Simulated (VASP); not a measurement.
Runs of VASP 6.6.1 on P. The structure is that of space group Pmna (No. 53), or close to it. The cells are those of the table. 

```tsv
level	cell	smearing	gap on the mesh (eV)	largest force (eV/Å)
PBE	a = 4.604, b = 3.275, c = 27.820 Å, 4 atoms	fermi-dirac 0.02 eV	(b)	(a)
PBE	a = 4.627, b = 3.292, c = 27.820 Å, 4 atoms	fermi-dirac 0.02 eV	0.93	0.21
PBE	a = 4.743, b = 3.374, c = 27.820 Å, 4 atoms	fermi-dirac 0.02 eV	1.16	0.18
PBE	a = 4.628, b = 3.292, c = 27.820 Å, angles 90.0, 90.0, 90.6°, 4 atoms	fermi-dirac 0.02 eV	0.93	0.21
r2SCAN	a = 4.535, b = 3.226, c = 27.820 Å, 4 atoms	gaussian 0.01 eV	0.90	0.11
PBE	a = 4.535, b = 3.226, c = 27.820 Å, 4 atoms	fermi-dirac 0.02 eV	0.73	0.24
```

Alike in all rows: task single point; potentials or basis VASP PAW PBE potentials, release 64 (P); no spin polarisation; k mesh 6 × 8 × 1; cutoff (eV) 520.

Question: Fill in the values left out.

Answer: (a) 0.22; (b) 0.88.

Caveats: the PAW data sets were made with another functional, which shifts forces and pressure a little (some runs).

A k mesh can miss the band edges.
